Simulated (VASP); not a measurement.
Write the native input for VASP 6.6.1 that does the following.

| Item | Value |
| --- | --- |
| Task | relaxation of the atoms |
| Functional | PBE |
| Potentials or basis | VASP PAW PBE potentials, release 64 (Si) |
| Cutoff | 520 eV |
| k mesh | 2 × 2 × 2, shifted |
| Occupations | gaussian, width 0.02 eV |
| Spin | no spin polarisation |
| Dipole correction | no |
| Further INCAR settings | LREAL = Auto; ALGO = Fast; EDIFF = 1e-06; IBRION = 2; EDIFFG = -0.02; NSW = 80 |

The structure of Si (a cell with a defect) lies in POSCAR:

```
Si
1.0
   -5.4700937627     -5.4700937627      5.4700937627
    5.4700937627     -5.4700937627     -5.4700937627
    5.4700937627      5.4700937627      5.4700937627
Si
31
Direct
    0.2500000000      0.7500000000      0.5000000000
    0.0000000000      0.7500000000      0.0000000000
    0.5000000000      0.5000000000      0.7500000000
    0.2500000000      0.5000000000      0.0000000000
    0.0000000000      0.5000000000      0.2500000000
    0.7500000000      0.7500000000      0.2500000000
    0.5000000000      0.7500000000      0.5000000000
    0.0000000000      0.0000000000      0.7500000000
    0.7500000000      0.2500000000      0.7500000000
    0.5000000000      0.2500000000      0.0000000000
    0.2500000000      0.2500000000      0.2500000000
    0.0000000000      0.2500000000      0.5000000000
    0.7500000000      0.5000000000      0.5000000000
    0.7500000000      0.0000000000      0.0000000000
    0.5000000000      0.0000000000      0.2500000000
    0.2500000000      0.0000000000      0.5000000000
    0.0000000000      0.7500000000      0.7500000000
    0.5000000000      0.5000000000      0.5000000000
    0.2500000000      0.5000000000      0.7500000000
    0.0000000000      0.5000000000      0.0000000000
    0.7500000000      0.7500000000      0.0000000000
    0.5000000000      0.7500000000      0.2500000000
    0.0000000000      0.0000000000      0.5000000000
    0.7500000000      0.2500000000      0.5000000000
    0.5000000000      0.2500000000      0.7500000000
    0.2500000000      0.2500000000      0.0000000000
    0.0000000000      0.2500000000      0.2500000000
    0.7500000000      0.5000000000      0.2500000000
    0.7500000000      0.0000000000      0.7500000000
    0.5000000000      0.0000000000      0.0000000000
    0.2500000000      0.0000000000      0.2500000000
```

This cell differs from its parent crystal: atoms taken out.

The input as run:

INCAR

```
PREC = Accurate ; ENCUT = 520
EDIFF = 1E-6 ; ISMEAR = 0
SIGMA = 0.02 ; LREAL = Auto
LASPH = True ; NELM = 100
ALGO = Fast ; ISIF = 2
LWAVE = False ; LCHARG = False
GGA = PE ; IBRION = 2
NSW = 80 ; EDIFFG = -0.02
```

KPOINTS

```
Automatic mesh
0
Gamma
  2 2 2
  0.5 0.5 0.5
```

Potentials or basis: VASP PAW PBE potentials, release 64 (Si).

Run with:

```bash
$ cat potpaw_PBE.64/Si/POTCAR > POTCAR
$ mpirun -np 1 vasp_std > vasp.out
```

It gave:

```yaml
Energy_gained_by_relaxing: 1.5 meV/atom
Ionic_steps: 9
Pressure_after_relaxing: -1.2 GPa
Largest_force_after_relaxing: 0.009 eV/Å
Band_gap_on_the_k_mesh: zero (bands 62 and 63 overlap by 0.15 eV)
```

Caveat: the k points lie up to 0.41 Å⁻¹ apart; the cell differs from its parent crystal (atoms taken out).

Wall time 23 min on 1 thread of Oxide Virtual Turin-like Processor (shared host), peak memory 0.72 GiB.
